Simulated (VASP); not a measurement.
# Be (P6/mmm) in VASP: notebook, part 2 of 2

VASP 6.6.1.

## 4. Single point, revPBE (8.26 Å³/atom)

This run uses another cell than the first one, of 8.26 Å³/atom.

Input file INCAR:

```
SYSTEM = Be
ALGO     = Normal         ! electronic algorithm
EDIFF    = 1E-7           ! SCF threshold, eV
ENCUT    = 520            ! plane-wave cutoff, eV
GGA      = RE             ! functional
ISIF     = 2              ! what is computed and relaxed
ISMEAR   = -1             ! smearing method
LASPH    = .TRUE.         ! aspherical terms in the spheres
LCHARG   = .TRUE.         ! write CHGCAR
LELF     = .TRUE.         ! ELF
LREAL    = .FALSE.        ! projectors in reciprocal space
LVHAR    = .TRUE.       
LWAVE    = .FALSE.        ! write WAVECAR
NBANDS   = 10             ! bands
NELM     = 100            ! most SCF steps
PREC     = Accurate       ! precision mode
SIGMA    = 0.1            ! smearing width, eV
```

Input file KPOINTS:

```
k-points
0
G
  11 11 16
  0 0 0
```

Input file POSCAR:

```
Be
1.0
    3.5948307396      0.0000000000      0.0000000000
   -1.7974153698      3.1132147428      0.0000000000
    0.0000000000      0.0000000000      2.2130332886
Be
3
Direct
    0.0000000000      0.0000000000      0.0000000000
    0.3333333333      0.6666666667      0.5000000000
    0.6666666667      0.3333333333      0.5000000000
```

Potentials or basis: VASP PAW PBE potentials, release 64 (Be).

The run is started by

```
> cat potpaw_PBE.64/Be/POTCAR > POTCAR
> mpirun -np 1 vasp_std > vasp.out
```

OUTCAR:

```text
SYSTEM = Be
   EDIFF = 1E-7
   ENCUT = 520
   GGA = RE
   ISIF = 2
   ISMEAR = -1
   LASPH = .TRUE.
   LREAL = .FALSE.
   NELM = 100
   PREC = Accurate

 ion  position               nearest neighbor table
   1  0.000  0.000  0.000-   2 2.35   3 2.35   2 2.35   3 2.35   3 2.35   3 2.35   2 2.35   2 2.35
                             3 2.35   3 2.35   2 2.35   2 2.35
   2  0.333  0.667  0.500-   3 2.08   3 2.08   3 2.08   1 2.35   1 2.35   1 2.35   1 2.35   1 2.35
                             1 2.35
   3  0.667  0.333  0.500-   2 2.08   2 2.08   2 2.08   1 2.35   1 2.35   1 2.35   1 2.35   1 2.35
                             1 2.35

  LATTYP: Found a hexagonal cell.
 ALAT       =     3.5948307396
 C/A-ratio  =     0.6156154347

  Lattice vectors:

 A1 = (   3.5948307396,   0.0000000000,   0.0000000000)
 A2 = (  -1.7974153698,   3.1132147428,   0.0000000000)
 A3 = (   0.0000000000,   0.0000000000,   2.2130332886)

Analysis of symmetry for initial positions (statically):
=====================================================================
 Subroutine PRICEL returns:
 Original cell was already a primitive cell.

 Routine SETGRP: Setting up the symmetry group for a
 hexagonal supercell.

 Subroutine GETGRP returns: Found 24 space group operations
 (whereof 24 operations were pure point group operations)
 out of a pool of 24 trial point group operations.

The static configuration has the point symmetry D_6h.

Analysis of symmetry for dynamics (positions and initial velocities):
=====================================================================
 Subroutine PRICEL returns:
 Original cell was already a primitive cell.

 Routine SETGRP: Setting up the symmetry group for a
 hexagonal supercell.

 Subroutine GETGRP returns: Found 24 space group operations
 (whereof 24 operations were pure point group operations)
 out of a pool of 24 trial point group operations.

The dynamic configuration has the point symmetry D_6h.

 Subroutine INISYM returns: Found 24 space group operations
 (whereof 24 operations are pure point group operations),
 and found     1 'primitive' translations

----------------------------------------------------------------------------------------

                                     Primitive cell

  volume of cell :      24.7671

  direct lattice vectors                    reciprocal lattice vectors
     3.594830740  0.000000000  0.000000000     0.278177214  0.160605689  0.000000000
    -1.797415370  3.113214743  0.000000000     0.000000000  0.321211379  0.000000000
     0.000000000  0.000000000  2.213033289     0.000000000  0.000000000  0.451868485

  length of vectors
     3.594830740  3.594830740  2.213033289     0.321211379  0.321211379  0.451868485

  position of ions in fractional coordinates (direct lattice)
     0.000000000  0.000000000  0.000000000
     0.333333333  0.666666667  0.500000000
     0.666666667  0.333333333  0.500000000

  ion indices of the primitive-cell ions
   primitive index   ion index
                 1           1
                 2           2
                 3           3

----------------------------------------------------------------------------------------

[... 31 lines left out ...]
  0.454545  0.000000  0.000000      6.000000
[... 16 lines left out ...]
  0.090909  0.090909  0.062500     12.000000
  0.181818  0.090909  0.062500     24.000000
 [... further k-points ...]
   k-points           NKPTS =    144   k-points in BZ     NKDIM =    144   number of bands    NBANDS=     10
   number of dos      NEDOS =    301   number of ions     NIONS =      3
   total plane-waves  NPLWV =  12544
   dimension x,y,z NGX =    28 NGY =   28 NGZ =   16
   dimension x,y,z NGXF=    56 NGYF=   56 NGZF=   32
   ions per type =               3
   NGX,Y,Z   is equivalent  to a cutoff of  12.95, 12.95, 12.02 a.u.
   NGXF,Y,Z  is equivalent  to a cutoff of  25.90, 25.90, 24.04 a.u.
 SYSTEM =  Be
   PREC   = accura    normal or accurate (medium, high low for compatibility)
   ISTART =      0    job   : 0-new  1-cont  2-samecut
   ICHARG =      2    charge: 1-file 2-atom 10-const
   ISPIN  =      1    spin polarized calculation?
   LNONCOLLINEAR =      F non collinear calculations
   LSORBIT =      F    spin-orbit coupling
   LASPH  =      T    aspherical Exc in radial PAW
   ENCUT  =  520.0 eV  38.22 Ry    6.18 a.u.   6.68  6.68  4.11*2*pi/ulx,y,z
   NELM   =    100;   NELMIN=  2; NELMDL= -5     # of ELM steps
   EDIFF  = 0.1E-06   stopping-criterion for ELM
   LREAL  =      F    real-space projection
   EDIFFG = 0.1E-05   stopping-criterion for IOM
   NSW    =      0    number of steps for IOM
   IBRION =     -1    ionic relax: 0-MD 1-quasi-New 2-CG
   NFREE  =      0    steps in history (QN), initial steepest desc. (CG)
   ISIF   =      2    stress and relaxation
   ISYM   =      2    0-nonsym 1-usesym 2-fastsym
   POTIM  = 0.5000    time-step for ionic-motion
   TEBEG  =    0.0;   TEEND  =   0.0 temperature during run
   PSTRESS=    0.0 pullay stress
   NELECT =       6.0000    total number of electrons
   NUPDOWN=      -1.0000    fix difference up-down
   EMIN   =  10.00;   EMAX   =-10.00  energy-range for DOS
   EFERMI =   0.00;   METHOD = LEGACY
   ISMEAR =    -1;   SIGMA  =   0.10  broadening in eV -4-tet -1-fermi 0-gaus
   EFERMI_NEDOS =   21; number of points for ismear=-14 and -15
   IALGO  =     38    algorithm
   IMIX   =      4    mixing-type and parameters
     AMIX     =   0.40;   BMIX     =  1.00
     AMIX_MAG =   1.60;   BMIX_MAG =  1.00
  volume/ion in A,a.u.               =       8.26        55.71
  Fermi-wavevector in a.u.,A,eV,Ry     =   1.020548  1.928556 14.170715  1.041518
  Thomas-Fermi vector in A             =   2.154124
   LORBIT       =      0    0 simple, 1 ext, 2 COOP (PROOUT), +10 PAW based schemes
   GGA     = RE    functional components
   LHFCALC =     F    Hartree Fock is set to
   AEXX    =    0.0000 exact exchange contribution
   IVDW    =     0    specifies the selected vdW correction
   LEPSILON=     F    determine dielectric tensor
   LRPA    =     F    only Hartree local field effects (RPA)
 non-spin polarized calculation
  energy-cutoff  :      520.00
  volume of cell :       24.77
 maximum number of plane-waves:       704
 NGX is ok and might be reduce to    28
   NGX = 13   NGY = 13   NGZ =  9

 number of electron       6.0000000 magnetization

 Free energy of the ion-electron system (eV)
  ---------------------------------------------------
  ext. energy  EPLUGINS =         0.00000000
  ---------------------------------------------------
  free energy    TOTEN  =       -10.12485291 eV

  energy without entropy =      -10.10436315  energy(sigma->0) =      -10.11460803

 E-fermi :   7.3504     XC(G=0): -10.4683

 val. band max:        7.3250413421   @ k =   0.2727   0.0000   0.3125
 cond. band min:       7.3563040756   @ k =   0.1818   0.0000   0.3750
 fundamental gap:      0.0312627334
 Fermi energy:         7.3503660379

 k-point     1 :       0.0000    0.0000    0.0000
  band No.  band energies     occupation
      1      -4.4000      2.00000
      2       6.1956      1.99998
      3       6.1956      1.99998
      4       6.4138      1.99983
      5       6.4138      1.99983
      6      12.6394      0.00000
      7      12.8600      0.00000
      8      17.7836      0.00000
      9      26.2511      0.00000
     10      26.3125      0.00000
[... 287 lines left out ...]
 k-point    24 :       0.1818    0.0909    0.0625
  band No.  band energies     occupation
      1      -3.6400      2.00000
      2       2.5430      2.00000
      3       3.2657      2.00000
      4       8.6629      0.00000
      5      10.1464      0.00000
      6      14.7885      0.00000
      7      15.4291      0.00000
      8      17.9463      0.00000
      9      23.1760      0.00000
     10      24.2260      0.00000

 [... further k-points ...]

------------------------ aborting loop because EDIFF is reached ----------------------------------------

  FORCE on cell =-STRESS in cart. coord.  units (eV):
  Direction    XX          YY          ZZ          XY          YZ          ZX
  --------------------------------------------------------------------------------------
  -------------------------------------------------------------------------------------
  Total       -0.0254831     -0.0254831      0.0862064      0.0000000     -0.0000000      0.0000000
  in kB       -1.6484946     -1.6484946      5.5766675      0.0000000     -0.0000000      0.0000000
  external PRESSURE =       0.7598927 kB  Pullay stress =       0.0000000 kB

 VOLUME and BASIS-vectors are now :
 -----------------------------------------------------------------------------
  energy-cutoff  :      520.00
  volume of cell :       24.77
      direct lattice vectors                 reciprocal lattice vectors
     3.594830740  0.000000000  0.000000000     0.278177214  0.160605689  0.000000000
    -1.797415370  3.113214743  0.000000000     0.000000000  0.321211379  0.000000000
     0.000000000  0.000000000  2.213033289     0.000000000  0.000000000  0.451868485

 POSITION                                       TOTAL-FORCE (eV/Angst)
 -----------------------------------------------------------------------------------
      0.00000      0.00000      0.00000        -0.000000      0.000000      0.000000
     -0.00000      2.07548      1.10652         0.000000      0.000000      0.000000
      1.79742      1.03774      1.10652        -0.000000      0.000000     -0.000000
 -----------------------------------------------------------------------------------
    total drift:                                0.000000     -0.000000     -0.000000

  FREE ENERGIE OF THE ION-ELECTRON SYSTEM (eV)
  ---------------------------------------------------
  free  energy   TOTEN  =       -10.1248529095 eV

  energy  without entropy=      -10.1043631454  energy(sigma->0) =      -10.11460803
```

Run time: 27 s. Hardware: 1 thread of Intel Xeon 8259CL, shared host; peak memory 0.15 GiB.

What came out:

```
Free energy            : -10.1249 eV
Pressure               : 0.1 GPa
Band gap on the k mesh : zero (bands 3 and 4 overlap by 4.67 eV)
```

Caveat: the PAW data sets were made with another functional, which shifts forces and pressure a little.

## 5. Single point, revPBE (8.59 Å³/atom)

This run uses another cell than the first one, of 8.59 Å³/atom.

Input file INCAR:

```
ALGO = Normal
EDIFF = 1E-6
ENCUT = 520
GGA = RE
ISIF = 2
ISMEAR = -1
LASPH = True
LCHARG = False
LREAL = False
LWAVE = False
NBANDS = 10
NELM = 100
PREC = Accurate
SIGMA = 0.1
```

Input file KPOINTS:

```
k-points
0
Gamma
  11 11 16
```

Input file POSCAR:

```
Be
1.0
    3.6421365689      0.0000000000      0.0000000000
   -1.8210682844      3.1541827928      0.0000000000
    0.0000000000      0.0000000000      2.2421554873
Be
3
Direct
    0.0000000000      0.0000000000      0.0000000000
    0.3333333333      0.6666666667      0.5000000000
    0.6666666667      0.3333333333      0.5000000000
```

The run is started by

```
> cat potpaw_PBE.64/Be/POTCAR > POTCAR
> mpirun -np 1 vasp_std > vasp.out
```

It took 22 s on 1 thread of Intel Xeon 8259CL, shared host; peak memory 0.16 GiB.

Results (log left out):

```
Free energy            : -10.1124 eV
Pressure               : -4.0 GPa
Band gap on the k mesh : zero (bands 3 and 4 overlap by 4.52 eV)
```

Stress tensor (GPa, compression positive):
```
-4.65  0.00  0.00
 0.00 -4.65  0.00
 0.00  0.00 -2.72
```

Levels at points of the mesh, in eV from the Fermi level:
```csv
k point,band 1,band 2,band 3,band 4,band 5,band 6,band 7,band 8
"(0.00, 0.00, 0.00)",-11.49,-1.07,-1.07,-0.86,-0.86,5.04,5.24,10.16
"(0.00, 0.00, 0.50)",-6.18,-5.48,3.65,3.65,4.25,5.75,5.75,6.83
```

Caveat: the cell stands under tension; the PAW data sets were made with another functional, which shifts forces and pressure a little.

## 6. Single point, revPBE (8.92 Å³/atom)

This run uses another cell than the first one, of 8.92 Å³/atom.

Input file INCAR:

```
SYSTEM = Be
PREC = Accurate ; ENCUT = 520
EDIFF = 1E-6 ; ISMEAR = -1
SIGMA = 0.1 ; LREAL = .FALSE.
LASPH = .TRUE. ; NELM = 100
ALGO = Normal ; ISIF = 2
LWAVE = .FALSE. ; LCHARG = .FALSE.
GGA = RE ; NBANDS = 10
```

Input file KPOINTS:

```
Automatic mesh
0
G
  11 11 16
  0 0 0
```

Input file POSCAR:

```
Be
1.0
    3.6882444582      0.0000000000      0.0000000000
   -1.8441222291      3.1941133962      0.0000000000
    0.0000000000      0.0000000000      2.2705402157
Be
3
Direct
    0.0000000000      0.0000000000      0.0000000000
    0.3333333333      0.6666666667      0.5000000000
    0.6666666667      0.3333333333      0.5000000000
```

Potentials or basis: VASP PAW PBE potentials, release 64 (Be).

The run is started by

```
> cat potpaw_PBE.64/Be/POTCAR > POTCAR
> mpirun -np 1 vasp_std > vasp.out
```

It took 21 s on 1 thread of Intel Xeon 8259CL, shared host; peak memory 0.15 GiB.

Results (log left out):

```yaml
Free_energy: -10.0767 eV
Pressure: -7.4 GPa
Band_gap_on_the_k_mesh: zero (bands 3 and 4 overlap by 4.38 eV)
```

Stress tensor (GPa, compression positive):
```
-8.42  0.00  0.00
 0.00 -8.42  0.00
 0.00  0.00 -5.49
```

Levels at points of the mesh, in eV from the Fermi level:
| k point | band 1 | band 2 | band 3 | band 4 | band 5 | band 6 |
| --- | --- | --- | --- | --- | --- | --- |
| (0.00, 0.00, 0.00) | -11.24 | -1.00 | -1.00 | -0.79 | -0.79 | 4.81 |
| (0.00, 0.00, 0.50) | -5.99 | -5.36 | 3.58 | 3.58 | 4.17 | 5.63 |

Caveat: the cell stands under tension; the PAW data sets were made with another functional, which shifts forces and pressure a little.

## 7. Overview

| cell | gap on the mesh (eV) | pressure (GPa) |
| --- | --- | --- |
| a = 3.496, b = 3.496, c = 2.152 Å, angles 90.0, 90.0, 120.0°, 3 atoms | none | 10.7 |
| a = 3.546, b = 3.546, c = 2.183 Å, angles 90.0, 90.0, 120.0°, 3 atoms | none | 4.9 |
| a = 3.595, b = 3.595, c = 2.213 Å, angles 90.0, 90.0, 120.0°, 3 atoms | none | 0.1 |
| a = 3.642, b = 3.642, c = 2.242 Å, angles 90.0, 90.0, 120.0°, 3 atoms | none | -4.0 |
| a = 3.688, b = 3.688, c = 2.271 Å, angles 90.0, 90.0, 120.0°, 3 atoms | none | -7.4 |

Alike in all rows: task single point; level revPBE; potentials or basis VASP PAW PBE potentials, release 64 (Be); no spin polarisation; k mesh 11 × 11 × 16; cutoff (eV) 520; smearing fermi-dirac 0.1 eV.

Caveats: the PAW data sets were made with another functional, which shifts forces and pressure a little; the cell stands under pressure (at least some runs); the cell stands under tension (at least some runs).

Absolute energies hang on the potentials; compare differences alone.
